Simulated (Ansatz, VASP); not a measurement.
**One calculation of Sn, two programs**

The input INCAR:

```
SYSTEM = Sn
  PREC = Accurate
  ENCUT = 500
  EDIFF = 1E-6
  ISMEAR = -1
  SIGMA = 0.03
  LREAL = .FALSE.
  LASPH = .TRUE.
  NELM = 120
  ALGO = Normal
  ISIF = 2
  LWAVE = .FALSE.
  LCHARG = .TRUE.
  GGA = PS
  LELF = .TRUE.
  LVHAR = .TRUE.
  NBANDS = 13
  GGA_COMPAT = .FALSE.
```

Contents of KPOINTS:

```
Automatic mesh
0
G
  15 15 15
  0 0 0
```

Contents of POSCAR:

```
Sn
1.0
   -1.9031242745      1.9031242745      1.9031242745
    1.9031242745     -1.9031242745      1.9031242745
    1.9031242745      1.9031242745     -1.9031242745
Sn
1
Direct
    0.0000000000      0.0000000000      0.0000000000
```

Input for Ansatz:

```yaml
crystal:
  lattice:
    - [-1.9031242745, 1.9031242745, 1.9031242745]
    - [1.9031242745, -1.9031242745, 1.9031242745]
    - [1.9031242745, 1.9031242745, -1.9031242745]
  atoms:
    - { symbol: Sn, position: [0.0, 0.0, 0.0] }
kpoints:
  mp_grid: { grid: [15, 15, 15] }
  band_path:
    path:
      - [0.0, 0.0, 0.0]
      - [0.5, -0.5, 0.5]
      - [0.0, 0.0, 0.5]
      - [0.0, 0.0, 0.0]
      - [0.25, 0.25, 0.25]
      - [0.5, -0.5, 0.5]
      - [0.25, 0.25, 0.25]
      - [0.0, 0.0, 0.5]
    npoints: 5
scf:
  occupations: { method: fermi_dirac, width: 0.03 }
hamiltonian:
  xc: pbesol
  pseudopotentials: { kind: all_electron, lapw: { basis_error: 0.001 } }
output:
  forces: true
  stress: true
  eigenvalues: true
```

Alike in both runs: task single point; functional PBEsol; k mesh 15 × 15 × 15; occupations fermi-dirac, width 0.03 eV; no spin polarisation.

|  | VASP | Ansatz |
| --- | --- | --- |
| version | VASP 6.6.1 | Ansatz 0.2.0 |
| potentials or method | VASP PAW PBE potentials, release 64 (Sn_d), cutoff 500 eV | all-electron LAPW, scalar-relativistic |

|  | VASP | Ansatz | Ansatz less VASP |
| --- | --- | --- | --- |
| pressure (GPa) | -2.7 | -2.7 | +0.04 |

VASP's potentials were made for PBE, not for PBEsol. Ansatz ran all-electron here, and VASP with PAW potentials.
